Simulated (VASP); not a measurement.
# Cr (Im-3m) in VASP: single point with LDA

Aim: the single point of Cr with LDA.

Everything below comes from runs of VASP 6.6.1. Logs are shortened: lines on timing, memory, paths and dates and some standing lists are left out, and cuts for length are marked.

## Step 1: The cell of the first run

The structure is cubic, space group Im-3m (No. 229). Conventional cell: a = 2.055 Å, b = 2.055 Å, c = 2.055 Å, α = 90.00°, β = 90.00°, γ = 90.00°. Cr (site symmetry m-3m) has 14 Cr at 1.78 to 2.05 Å within 2.4 Å.

## Step 2: Single point, LDA, collinear spin, ferromagnetic start (4.34 Å³/atom)

Input file POSCAR:

```
Cr
1.0
   -1.0273837450      1.0273837450      1.0273837450
    1.0273837450     -1.0273837450      1.0273837450
    1.0273837450      1.0273837450     -1.0273837450
Cr
1
Direct
    0.0000000000      0.0000000000      0.0000000000
```

Input file INCAR.step1:

```
SYSTEM = Cr
ALGO = Normal
EDIFF = 1E-6
ENCUT = 520
GGA = CA
GGA_COMPAT = .False.
ISIF = 2
ISMEAR = -1
ISPIN = 2
LASPH = .True.
LCHARG = .True.
LMAXMIX = 4
LORBIT = 11
LREAL = .False.
LWAVE = .False.
MAGMOM = 2
NBANDS = 17
NEDOS = 2001
NELM = 200
PREC = Accurate
SIGMA = 0.1
```

Input file KPOINTS.step1:

```
k-points
0
Gamma
  21 21 21
  0 0 0
```

Input file INCAR.step2:

```
SYSTEM = Cr
ALGO = Normal
EDIFF = 1E-6
ENCUT = 520
GGA = CA
GGA_COMPAT = .False.
ICHARG = 11
ISIF = 2
ISMEAR = -5
ISPIN = 2
LASPH = .True.
LCHARG = .False.
LMAXMIX = 4
LORBIT = 11
LREAL = .False.
LWAVE = .False.
MAGMOM = 2
NEDOS = 1001
NELM = 200
PREC = Accurate
SIGMA = 0.1
```

Input file KPOINTS.step2:

```
k-points
0
Gamma
  32 32 32
  0 0 0
```

Potentials or basis: VASP PAW LDA potentials, release 64 (Cr_sv).

Run with:

```bash
$ cat potpaw_LDA.64/Cr_sv/POTCAR > POTCAR
$ cp INCAR.step1 INCAR
$ cp KPOINTS.step1 KPOINTS
$ mpirun -np 1 vasp_std > vasp.out
$ cp INCAR.step2 INCAR
$ cp KPOINTS.step2 KPOINTS
$ mpirun -np 1 vasp_std > vasp.out
```

OUTCAR:

```text
SYSTEM = Cr
   EDIFF = 1E-6
   ENCUT = 520
   GGA = CA
   ICHARG = 11
   ISIF = 2
   ISMEAR = -5
   ISPIN = 2
   LASPH = .True.
   LORBIT = 11
   LREAL = .False.
   NELM = 200
   PREC = Accurate

 ion  position               nearest neighbor table
   1  0.000  0.000  0.000-

  LATTYP: Found a body centered cubic cell.
 ALAT       =     2.0547674900

  Lattice vectors:

 A1 = (  -1.0273837450,   1.0273837450,   1.0273837450)
 A2 = (   1.0273837450,  -1.0273837450,   1.0273837450)
 A3 = (   1.0273837450,   1.0273837450,  -1.0273837450)

Analysis of symmetry for initial positions (statically):
=====================================================================
 Subroutine PRICEL returns:
 Original cell was already a primitive cell.

 Routine SETGRP: Setting up the symmetry group for a
 body centered cubic supercell.

 Subroutine GETGRP returns: Found 48 space group operations
 (whereof 48 operations were pure point group operations)
 out of a pool of 48 trial point group operations.

The static configuration has the point symmetry O_h .

Analysis of symmetry for dynamics (positions and initial velocities):
=====================================================================
 Subroutine PRICEL returns:
 Original cell was already a primitive cell.

 Routine SETGRP: Setting up the symmetry group for a
 body centered cubic supercell.

 Subroutine GETGRP returns: Found 48 space group operations
 (whereof 48 operations were pure point group operations)
 out of a pool of 48 trial point group operations.

The dynamic configuration has the point symmetry O_h .

Analysis of structural, dynamic, and magnetic symmetry:
=====================================================================
 Subroutine PRICEL returns:
 Original cell was already a primitive cell.

 Routine SETGRP: Setting up the symmetry group for a
 body centered cubic supercell.

 Subroutine GETGRP returns: Found 48 space group operations
 (whereof 48 operations were pure point group operations)
 out of a pool of 48 trial point group operations.

The overall configuration has the point symmetry O_h .

 Subroutine INISYM returns: Found 48 space group operations
 (whereof 48 operations are pure point group operations),
 and found     1 'primitive' translations

----------------------------------------------------------------------------------------

                                     Primitive cell

  volume of cell :       4.3377

  direct lattice vectors                    reciprocal lattice vectors
    -1.027383745  1.027383745  1.027383745     0.000000000  0.486673069  0.486673069
     1.027383745 -1.027383745  1.027383745     0.486673069  0.000000000  0.486673069
     1.027383745  1.027383745 -1.027383745     0.486673069  0.486673069  0.000000000

  length of vectors
     1.779480845  1.779480845  1.779480845     0.688259654  0.688259654  0.688259654

  position of ions in fractional coordinates (direct lattice)
     0.000000000  0.000000000  0.000000000

  ion indices of the primitive-cell ions
   primitive index   ion index
                 1           1

----------------------------------------------------------------------------------------

 KPOINTS: k-points

Automatic generation of k-mesh.
 Grid dimensions read from file:
 generate k-points for:   32   32   32

 Generating k-lattice:

  Cartesian coordinates                     Fractional coordinates (reciprocal lattice)
     0.000000000  0.015208533  0.015208533     0.031250000  0.000000000  0.000000000
     0.015208533  0.000000000  0.015208533     0.000000000  0.031250000  0.000000000
     0.015208533  0.015208533  0.000000000     0.000000000  0.000000000  0.031250000

  Length of vectors
     0.021508114  0.021508114  0.021508114

  Shift w.r.t. Gamma in fractional coordinates (k-lattice)
     0.000000000  0.000000000  0.000000000

 TETIRR: Found  39615 inequivalent tetrahedra from   196608

 Subroutine IBZKPT returns following result:
 ===========================================

 Found    897 irreducible k-points:

 Following reciprocal coordinates:
            Coordinates               Weight
  0.000000  0.000000  0.000000      1.000000
  0.031250  0.000000  0.000000     12.000000
  0.062500  0.000000  0.000000     12.000000
  0.093750  0.000000  0.000000     12.000000
  0.125000  0.000000  0.000000     12.000000
  0.156250  0.000000  0.000000     12.000000
[... 16 lines left out ...]
  0.187500  0.031250  0.000000     48.000000
  0.218750  0.031250  0.000000     48.000000
 [... further k-points ...]
   k-points           NKPTS =    897   k-points in BZ     NKDIM =    897   number of bands    NBANDS=     12
   number of dos      NEDOS =   1001   number of ions     NIONS =      1
   total plane-waves  NPLWV =   2744
   dimension x,y,z NGX =    14 NGY =   14 NGZ =   14
   dimension x,y,z NGXF=    28 NGYF=   28 NGZF=   28
   ions per type =               1
   NGX,Y,Z   is equivalent  to a cutoff of  13.08, 13.08, 13.08 a.u.
   NGXF,Y,Z  is equivalent  to a cutoff of  26.16, 26.16, 26.16 a.u.
 SYSTEM =  Cr
   PREC   = accura    normal or accurate (medium, high low for compatibility)
   ISTART =      0    job   : 0-new  1-cont  2-samecut
   ICHARG =     11    charge: 1-file 2-atom 10-const
   ISPIN  =      2    spin polarized calculation?
   LNONCOLLINEAR =      F non collinear calculations
   LSORBIT =      F    spin-orbit coupling
   LASPH  =      T    aspherical Exc in radial PAW
   ENCUT  =  520.0 eV  38.22 Ry    6.18 a.u.   3.31  3.31  3.31*2*pi/ulx,y,z
   NELM   =    200;   NELMIN=  2; NELMDL=  0     # of ELM steps
   EDIFF  = 0.1E-05   stopping-criterion for ELM
   LREAL  =      F    real-space projection
   EDIFFG = 0.1E-04   stopping-criterion for IOM
   NSW    =      0    number of steps for IOM
   IBRION =     -1    ionic relax: 0-MD 1-quasi-New 2-CG
   NFREE  =      0    steps in history (QN), initial steepest desc. (CG)
   ISIF   =      2    stress and relaxation
   ISYM   =      2    0-nonsym 1-usesym 2-fastsym
   POTIM  = 0.5000    time-step for ionic-motion
   TEBEG  =    0.0;   TEEND  =   0.0 temperature during run
   PSTRESS=    0.0 pullay stress
   NELECT =      14.0000    total number of electrons
   NUPDOWN=      -1.0000    fix difference up-down
   EMIN   =  10.00;   EMAX   =-10.00  energy-range for DOS
   EFERMI =   0.00;   METHOD = LEGACY
   ISMEAR =    -5;   SIGMA  =   0.10  broadening in eV -4-tet -1-fermi 0-gaus
   EFERMI_NEDOS =   21; number of points for ismear=-14 and -15
   IALGO  =     38    algorithm
   IMIX   =      4    mixing-type and parameters
     AMIX     =   0.40;   BMIX     =  1.00
     AMIX_MAG =   1.60;   BMIX_MAG =  1.00
  volume/ion in A,a.u.               =       4.34        29.27
  Fermi-wavevector in a.u.,A,eV,Ry     =   2.419347  4.571903 79.638161  5.853240
  Thomas-Fermi vector in A             =   3.316675
   LORBIT       =     11    0 simple, 1 ext, 2 COOP (PROOUT), +10 PAW based schemes
   GGA     = CA    functional components
   LHFCALC =     F    Hartree Fock is set to
   AEXX    =    0.0000 exact exchange contribution
   IVDW    =     0    specifies the selected vdW correction
   LEPSILON=     F    determine dielectric tensor
   LRPA    =     F    only Hartree local field effects (RPA)
 spin polarized calculation
 Fermi weights with tetrahedron method with Bloechl corrections
  energy-cutoff  :      520.00
  volume of cell :        4.34
 maximum number of plane-waves:       135
 NGX is ok and might be reduce to    14

 number of electron      13.9999992 magnetization      -0.0000966

 Free energy of the ion-electron system (eV)
  ---------------------------------------------------
  ext. energy  EPLUGINS =         0.00000000
  ---------------------------------------------------
  free energy    TOTEN  =         4.79775457 eV

  energy without entropy =        4.79775457  energy(sigma->0) =        4.79775457

 E-fermi :  40.1112     XC(G=0): -20.8378

 val. band max:       40.3316521244   @ k =  -0.3125   0.3125   0.3125
 cond. band min:      40.0448441222   @ k =  -0.2188   0.2500   0.1562
 fundamental gap:     -0.2868080022
 Fermi energy:        40.1111721900

 spin component 1

 k-point     1 :       0.0000    0.0000    0.0000
  band No.  band energies     occupation
      1     -38.3172      1.00000
      2      -0.2618      1.00000
      3      -0.2618      1.00000
      4      -0.2618      1.00000
      5      35.0800      1.00000
      6      35.0800      1.00000
      7      35.0800      1.00000
      8      35.6297      1.00000
      9      41.5909      0.00000
     10      41.5909      0.00000
     11      69.0900      0.00000
     12      69.0900      0.00000

 k-point     2 :       0.0312    0.0000    0.0000
  band No.  band energies     occupation
      1     -38.2789      1.00000
      2      -0.3865      1.00000
      3      -0.3011      1.00000
      4      -0.2658      1.00000
      5      35.0100      1.00000
      6      35.0700      1.00000
      7      35.1947      1.00000
      8      35.7500      1.00000
      9      41.4834      0.00000
     10      41.5922      0.00000
     11      69.1672      0.00000
     12      69.2661      0.00000
[... 301 lines left out ...]
 k-point    23 :       0.1875    0.0312    0.0000
  band No.  band energies     occupation
      1     -36.7561      1.00000
      2      -4.7016      1.00000
      3      -1.6183      1.00000
      4      -0.4634      1.00000
      5      32.6097      1.00000
      6      32.8176      1.00000
      7      39.1274      1.02469
      8      40.1659      0.40339
      9      41.1661     -0.02334
     10      42.1411      0.00000
     11      70.3723      0.00000
     12      72.9307      0.00000

 k-point    24 :       0.2188    0.0312    0.0000
  band No.  band energies     occupation
      1     -36.2905      1.00000
      2      -5.8402      1.00000
      3      -1.9615      1.00000
      4      -0.5072      1.00000
      5      31.7517      1.00000
      6      32.2729      1.00000
      7      40.2723      0.52037
      8      40.4067      0.00533
      9      41.9633     -0.00000
     10      43.0033      0.00000
     11      69.9992      0.00000
     12      73.0600      0.00000

 [... further k-points ...]

 spin component 2

 k-point     1 :       0.0000    0.0000    0.0000
  band No.  band energies     occupation
      1     -38.3172      1.00000
      2      -0.2619      1.00000
      3      -0.2618      1.00000
      4      -0.2618      1.00000
      5      35.0799      1.00000
      6      35.0799      1.00000
      7      35.0799      1.00000
      8      35.6306      1.00000
      9      41.5909      0.00000
     10      41.5909      0.00000
     11      69.0900      0.00000
     12      69.0900      0.00000

 k-point     2 :       0.0312    0.0000    0.0000
  band No.  band energies     occupation
      1     -38.2790      1.00000
      2      -0.3866      1.00000
      3      -0.3012      1.00000
      4      -0.2659      1.00000
      5      35.0099      1.00000
      6      35.0699      1.00000
      7      35.1946      1.00000
      8      35.7508      1.00000
      9      41.4834      0.00000
     10      41.5922      0.00000
     11      69.1680      0.00000
     12      69.2617      0.00000
[... 301 lines left out ...]
 k-point    23 :       0.1875    0.0312    0.0000
  band No.  band energies     occupation
      1     -36.7561      1.00000
      2      -4.7016      1.00000
      3      -1.6184      1.00000
      4      -0.4635      1.00000
      5      32.6098      1.00000
      6      32.8175      1.00000
      7      39.1274      1.02469
      8      40.1659      0.40338
      9      41.1664     -0.02330
     10      42.1411      0.00000
     11      70.3724      0.00000
     12      72.9312      0.00000

 k-point    24 :       0.2188    0.0312    0.0000
  band No.  band energies     occupation
      1     -36.2906      1.00000
      2      -5.8403      1.00000
      3      -1.9616      1.00000
      4      -0.5073      1.00000
      5      31.7518      1.00000
      6      32.2728      1.00000
      7      40.2723      0.52031
      8      40.4066      0.00535
      9      41.9633     -0.00000
     10      43.0036      0.00000
     11      69.9993      0.00000
     12      73.0600      0.00000

 [... further k-points ...]
[... 5 lines left out ...]
  --------------------------------------------------------------------------------------
  -------------------------------------------------------------------------------------
  Total       41.9258325     41.9258325     41.9258325     -0.0000000      0.0000000      0.0000000
  in kB    15485.8202934  15485.8202934  15485.8202934     -0.0000000      0.0000000      0.0000000
  external PRESSURE =   15485.8202934 kB  Pullay stress =       0.0000000 kB

 VOLUME and BASIS-vectors are now :
 -----------------------------------------------------------------------------
  energy-cutoff  :      520.00
  volume of cell :        4.34
      direct lattice vectors                 reciprocal lattice vectors
    -1.027383745  1.027383745  1.027383745     0.000000000  0.486673069  0.486673069
     1.027383745 -1.027383745  1.027383745     0.486673069  0.000000000  0.486673069
     1.027383745  1.027383745 -1.027383745     0.486673069  0.486673069  0.000000000

 POSITION                                       TOTAL-FORCE (eV/Angst)
 -----------------------------------------------------------------------------------
      0.00000      0.00000      0.00000         0.000000     -0.000000      0.000000
 -----------------------------------------------------------------------------------
    total drift:                               -0.000000     -0.000000     -0.000000

  FREE ENERGIE OF THE ION-ELECTRON SYSTEM (eV)
  ---------------------------------------------------
  free  energy   TOTEN  =         4.7977545722 eV

  energy  without entropy=        4.7977545722  energy(sigma->0) =        4.79775457

 total charge

# of ion       s       p       d       tot
------------------------------------------
    1        2.413   6.245   5.640  14.299

 magnetization (x)

# of ion       s       p       d       tot
------------------------------------------
    1        0.000   0.000  -0.000   0.000
```

Run time: 1.8 min. Hardware: 1 thread of Intel Xeon Platinum 8488C (Sapphire Rapids), shared host; peak memory 0.36 GiB.

What came out:

- Net moment: 0.00 μB per cell

Caveat: atoms lie so close that the PAW spheres overlap strongly, which falsifies energies and pressures; the moments typed at the start vanished in this run.
